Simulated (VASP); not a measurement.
# BP (F-43m) in VASP: vibrations by perturbation theory with LDA

Aim: the vibrations by perturbation theory of BP with LDA.

All numbers are computed with VASP 6.6.1; they aren't measurements. Logs are shortened: lines on timing, memory, paths and dates and some standing lists are left out, and cuts for length are marked.

### Step 1. The cell of the first run

It takes space group F-43m (No. 216, cubic). Conventional cell: a = 4.210 Å, b = 4.210 Å, c = 4.210 Å, α = 90.00°, β = 90.00°, γ = 90.00°. B (site symmetry -43m) has 4 P at 1.82 Å within 2.4 Å. P (site symmetry -43m) has 4 B at 1.82 Å within 2.4 Å.

### Step 2. Vibrations by perturbation theory, LDA

Contents of INCAR:

```
PREC     = Accurate       # precision mode
ENCUT    = 500            # plane-wave cutoff, eV
EDIFF    = 1E-8           # SCF threshold, eV
ISMEAR   = 0              # smearing method
SIGMA    = 0.01           # smearing width, eV
LREAL    = False          # projectors in reciprocal space
LASPH    = True           # aspherical terms in the spheres
NELM     = 120            # most SCF steps
ALGO     = Normal         # electronic algorithm
ISIF     = 2              # what is computed and relaxed
LWAVE    = False          # write WAVECAR
LCHARG   = False          # write CHGCAR
IBRION   = 8              # ionic algorithm
NSW      = 1              # ionic steps
LEPSILON = True           # dielectric tensor by DFPT
GGA_COMPAT= False
```

Contents of KPOINTS:

```
Automatic mesh
0
Gamma
  12 12 12
```

Contents of POSCAR:

```
BP
1.0
    0.0000000000      2.1049605360      2.1049605360
    2.1049605360      0.0000000000      2.1049605360
    2.1049605360      2.1049605360      0.0000000000
B P
1 1
Direct
    0.0000000000      0.0000000000      0.0000000000
    0.2500000000      0.2500000000      0.2500000000
```

Potentials or basis: VASP PAW LDA potentials, release 64 (B, P).

Launch:

```console
> cat potpaw_LDA.64/B/POTCAR potpaw_LDA.64/P/POTCAR > POTCAR
> mpirun -np 1 vasp_std > vasp.out
```

OUTCAR:

```text
PREC = Accurate
   ENCUT = 500
   EDIFF = 1E-8
   ISMEAR = 0
   LREAL = False
   LASPH = True
   NELM = 120
   ISIF = 2
   IBRION = 8
   NSW = 1
   LEPSILON = True

 ion  position               nearest neighbor table
   1  0.000  0.000  0.000-   2 1.82   2 1.82   2 1.82   2 1.82
   2  0.250  0.250  0.250-   1 1.82   1 1.82   1 1.82   1 1.82

  LATTYP: Found a face centered cubic cell.
 ALAT       =     4.2099210720

  Lattice vectors:

 A1 = (   0.0000000000,   2.1049605360,   2.1049605360)
 A2 = (   2.1049605360,   0.0000000000,   2.1049605360)
 A3 = (   2.1049605360,   2.1049605360,   0.0000000000)

Analysis of symmetry for initial positions (statically):
=====================================================================
 Subroutine PRICEL returns:
 Original cell was already a primitive cell.

 Routine SETGRP: Setting up the symmetry group for a
 face centered cubic supercell.

 Subroutine GETGRP returns: Found 24 space group operations
 (whereof 24 operations were pure point group operations)
 out of a pool of 48 trial point group operations.

The static configuration has the point symmetry T_d .

Analysis of symmetry for dynamics (positions and initial velocities):
=====================================================================
 Subroutine PRICEL returns:
 Original cell was already a primitive cell.

 Routine SETGRP: Setting up the symmetry group for a
 face centered cubic supercell.

 Subroutine GETGRP returns: Found 24 space group operations
 (whereof 24 operations were pure point group operations)
 out of a pool of 48 trial point group operations.

The dynamic configuration has the point symmetry T_d .

 Subroutine INISYM returns: Found 24 space group operations
 (whereof 24 operations are pure point group operations),
 and found     1 'primitive' translations

----------------------------------------------------------------------------------------

                                     Primitive cell

  volume of cell :      18.6536

  direct lattice vectors                    reciprocal lattice vectors
     0.000000000  2.104960536  2.104960536    -0.237534144  0.237534144  0.237534144
     2.104960536  0.000000000  2.104960536     0.237534144 -0.237534144  0.237534144
     2.104960536  2.104960536  0.000000000     0.237534144  0.237534144 -0.237534144

  length of vectors
     2.976863738  2.976863738  2.976863738     0.411421207  0.411421207  0.411421207

  position of ions in fractional coordinates (direct lattice)
     0.000000000  0.000000000  0.000000000
     0.250000000  0.250000000  0.250000000

  ion indices of the primitive-cell ions
   primitive index   ion index
                 1           1
                 2           2

----------------------------------------------------------------------------------------

 KPOINTS: Automatic mesh

Automatic generation of k-mesh.
 Grid dimensions read from file:
 generate k-points for:   12   12   12

 Generating k-lattice:

  Cartesian coordinates                     Fractional coordinates (reciprocal lattice)
    -0.019794512  0.019794512  0.019794512     0.083333333  0.000000000  0.000000000
     0.019794512 -0.019794512  0.019794512     0.000000000  0.083333333  0.000000000
     0.019794512  0.019794512 -0.019794512     0.000000000  0.000000000  0.083333333

  Length of vectors
     0.034285101  0.034285101  0.034285101

  Shift w.r.t. Gamma in fractional coordinates (k-lattice)
     0.000000000  0.000000000  0.000000000

 Subroutine IBZKPT returns following result:
 ===========================================

[... 378 lines left out ...]
     2.104960536  2.104960536  0.000000000     0.237534144  0.237534144 -0.237534144

 POSITION                                       TOTAL-FORCE (eV/Angst)
 -----------------------------------------------------------------------------------
      0.00000      0.00000      0.00000        -0.000000     -0.000000     -0.000000
      1.05248      1.05248      1.05248         0.000000      0.000000      0.000000
 -----------------------------------------------------------------------------------
    total drift:                               -0.000000     -0.000000     -0.000000

  FREE ENERGIE OF THE ION-ELECTRON SYSTEM (eV)
  ---------------------------------------------------
  free  energy   TOTEN  =       -13.8828800196 eV

  energy  without entropy=      -13.8828800196  energy(sigma->0) =      -13.88288002

 HEAD OF MICROSCOPIC STATIC DIELECTRIC TENSOR (INDEPENDENT PARTICLE, excluding Hartree and local field effects)
 ------------------------------------------------------
           9.636477    -0.000000    -0.000000
          -0.000000     9.636477    -0.000000
           0.000000    -0.000000     9.636477
 ------------------------------------------------------

 Free energy of the ion-electron system (eV)
  ---------------------------------------------------
  ---------------------------------------------------
  free energy    TOTEN  =        -0.44337287 eV

  energy without entropy =       -0.44337287

------------------------ aborting loop because EDIFF is reached ----------------------------------------

--------------------------------------- Ionic step        2  -------------------------------------------

------------------------ aborting loop because EDIFF is reached ----------------------------------------

--------------------------------------- Ionic step        3  -------------------------------------------

------------------------ aborting loop because EDIFF is reached ----------------------------------------

 PIEZOELECTRIC TENSOR FIELD DIRECTION 3  (e Angst)
 -----------------------------------------------------------------------------
    -0.00083  0.60947  0.00000           ( -0.00000  0.07750  0.00000)
     0.60947 -0.00083  0.00000           (  0.07750 -0.00000  0.00000)
     0.00000  0.00000  0.00063           (  0.00000  0.00000 -0.00000)

 PIEZOELECTRIC TENSOR FIELD DIRECTION 3  (C/m^2)
 -----------------------------------------------------------------------------
    -0.00071  0.52348  0.00000
     0.52348 -0.00071  0.00000
     0.00000  0.00000  0.00054

--------------------------------------- Ionic step        4  -------------------------------------------

------------------------ aborting loop because EDIFF is reached ----------------------------------------

[... ionic steps 5 to 6 ...]

--------------------------------------- Ionic step        7  -------------------------------------------

 Free energy of the ion-electron system (eV)
  ---------------------------------------------------
  ---------------------------------------------------
  free energy    TOTEN  =        -0.04061675 eV

  energy without entropy =       -0.04061675

------------------------ aborting loop because EDIFF is reached ----------------------------------------

 INTERNAL STRAIN TENSOR  FOR ION    2  DIRECTION 1   (eV/Angst):
 -----------------------------------------------------------------------------
     0.00614  0.00000  0.00000
     0.00000 -0.00061-17.84939
     0.00000-17.84939 -0.00061

 MACROSCOPIC STATIC DIELECTRIC TENSOR (including local field effects in DFT)
 ------------------------------------------------------
           9.236541    -0.000000    -0.000000
           0.000000     9.236541     0.000000
           0.000000     0.000000     9.236541
 ------------------------------------------------------

 PIEZOELECTRIC TENSOR (including local field effects)  for field in x, y, z        (e  Angst)
          XX          YY          ZZ          XY          YZ          ZX
  --------------------------------------------------------------------------------
  x     0.00000     0.00000    -0.00000     0.00000     0.60676     0.00000
  y     0.00000     0.00000     0.00000     0.00000     0.00000     0.60676
  z     0.00000     0.00000     0.00000     0.60676     0.00000     0.00000

 PIEZOELECTRIC TENSOR (including local field effects)  for field in x, y, z        (C/m^2)
          XX          YY          ZZ          XY          YZ          ZX
  --------------------------------------------------------------------------------
  x     0.00000     0.00000    -0.00000     0.00000     0.52115     0.00000
  y     0.00000     0.00000     0.00000     0.00000     0.00000     0.52115
  z     0.00000     0.00000     0.00000     0.52115     0.00000     0.00000

 BORN EFFECTIVE CHARGES (including local field effects) (in |e|, cummulative output)
 ---------------------------------------------------------------------------------
 ion    1
    1    -1.26501    -0.00000     0.00000
    2     0.00000    -1.26501     0.00000
    3    -0.00000     0.00000    -1.26501
 ion    2
    1     1.26501     0.00000    -0.00000
    2     0.00000     1.26501    -0.00000
    3     0.00000    -0.00000     1.26501

 INTERNAL STRAIN TENSOR FOR ION    2 for displacements in x,y,z  (eV/Angst):
          X           Y           Z          XY          YZ          ZX
  --------------------------------------------------------------------------------
  x     0.00000     0.00000     0.00000     0.00000   -17.84939     0.00000
  y     0.00000     0.00000     0.00000     0.00000     0.00000   -17.84939
  z     0.00000     0.00000     0.00000   -17.84939     0.00000     0.00000

 SECOND DERIVATIVES (NOT SYMMETRIZED)
 ------------------------------------
               1X          1Y          1Z          2X          2Y          2Z
  1X   -28.932397    0.000000    0.000000   28.932397    0.000000    0.000000
  1Y     0.000000  -28.932397    0.000000    0.000000   28.932397    0.000000
  1Z     0.000000    0.000000  -28.932397    0.000000    0.000000   28.932397
  2X    28.937905    0.000000    0.000000  -28.937905    0.000000    0.000000
  2Y     0.000000   28.937905    0.000000    0.000000  -28.937905    0.000000
  2Z     0.000000    0.000000   28.937905    0.000000    0.000000  -28.937905

 Eigenvectors and eigenvalues of the dynamical matrix
 ----------------------------------------------------

   1 f  =   29.705184 THz   186.643178 2PiTHz  990.858297 cm-1   122.850716 meV
             X         Y         Z           dx          dy          dz
      0.000000  0.000000  0.000000     0.860950   -0.000000    0.000000
      1.052480  1.052480  1.052480    -0.508690    0.000000    0.000000
[... 21 lines left out ...]
   6 f/i=    0.001238 THz     0.007779 2PiTHz    0.041298 cm-1     0.005120 meV
             X         Y         Z           dx          dy          dz
      0.000000  0.000000  0.000000     0.101686    0.418237    0.271115
      1.052480  1.052480  1.052480     0.172102    0.707859    0.458858

--------------------------------------------------------------------------------------------------------

 MACROSCOPIC STATIC DIELECTRIC TENSOR IONIC CONTRIBUTION
 ------------------------------------------------------
           0.536495     0.000000    -0.000000
           0.000000     0.536495    -0.000000
          -0.000000    -0.000000     0.536495
 ------------------------------------------------------

 ELASTIC MODULI CONTR FROM IONIC RELAXATION (kBar)
 Direction    XX          YY          ZZ          XY          YZ          ZX
 --------------------------------------------------------------------------------
 XX          -0.0000     -0.0000     -0.0000     -0.0000      0.0000      0.0000
 YY          -0.0000     -0.0000     -0.0000     -0.0000     -0.0000     -0.0000
 ZZ          -0.0000     -0.0000     -0.0000     -0.0000     -0.0000      0.0000
 XY          -0.0000     -0.0000     -0.0000   -974.8586      0.0000      0.0000
 YZ           0.0000     -0.0000     -0.0000      0.0000   -974.8586     -0.0000
 ZX           0.0000     -0.0000      0.0000      0.0000     -0.0000   -974.8586
 --------------------------------------------------------------------------------

 PIEZOELECTRIC TENSOR IONIC CONTR  for field in x, y, z        (C/m^2)
          XX          YY          ZZ          XY          YZ          ZX
  --------------------------------------------------------------------------------
  x     0.00000    -0.00000    -0.00000     0.00000    -0.68050    -0.00000
  y     0.00000    -0.00000     0.00000     0.00000    -0.00000    -0.68050
  z    -0.00000    -0.00000    -0.00000    -0.68050     0.00000     0.00000
```

It took 74 s on 1 thread of Intel Xeon 6975P-C (Granite Rapids), shared host; peak memory 0.21 GiB.

Results:

```
Electronic dielectric tensor (diagonal)                 : 9.24
Born charges (mean of the diagonal)                     : B -1.27; P +1.27 e
Highest phonon frequency at Γ, LO-TO splitting left out : 991 cm⁻¹
```

Phonon frequencies in cm⁻¹ (negative: imaginary):
| q point | frequencies |
| --- | --- |
| (0.000, 0.000, 0.000) | 0 0 0 991 991 991 |

Electronic dielectric tensor:
```
9.24 0.00 0.00
0.00 9.24 0.00
0.00 0.00 9.24
```

Born effective charge tensors (e):
atom 1, B
```
-1.27  0.00  0.00
 0.00 -1.27  0.00
 0.00  0.00 -1.27
```
atom 2, P
```
1.27 0.00 0.00
0.00 1.27 0.00
0.00 0.00 1.27
```

Caveat: the cell stands under pressure or tension, which shifts response properties.
